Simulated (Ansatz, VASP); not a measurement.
## TiTe2 in VASP and in Ansatz

```
CELL_PARAMETERS angstrom
3.58815 0.00000 0.00000
-1.79408 3.10743 0.00000
0.00000 0.00000 6.66045
ATOMIC_POSITIONS crystal
Ti 0.00000 0.00000 0.00000
Te 0.66667 0.33333 0.26280
Te 0.33333 0.66667 0.73720
```

Change from the starting cell: strain -0.050 along x and y, +0.025 along z, atoms carried along.

Alike in both runs: task single point; functional PBE; k mesh 12 × 12 × 8; occupations gaussian, width 0.15 eV; no spin polarisation.

```csv
,VASP,Ansatz
version,VASP 6.6.1,Ansatz 0.2.0
potentials or method,"VASP PAW PBE potentials, release 64 (Ti_sv, Te), cutoff 520 eV","scalar-relativistic, plane waves, PAW"
valence electrons in the cell,24,44
```

|  | VASP | Ansatz | Ansatz less VASP |
| --- | --- | --- | --- |
| gap on the k mesh at the Fermi level (eV) | none | none | - |
| pressure (GPa) | 6.5 | 6.5 | +0.03 |
| traceless stress, the component that is largest in VASP (GPa) | -1.55 | -1.55 | -0.007 |
| rms of the force components (eV/Å) | 0.204 | 0.200 | -0.0045 |

Atom by atom the forces differ by 0.005 eV/Å (rms over components). A gap of «none» marks a metal or a gap that the smearing closes. VASP's potentials hold 24 valence electrons a cell and Ansatz's 44, so a difference there can come from the potentials and not from the codes.

Neither program's run includes spin-orbit coupling.
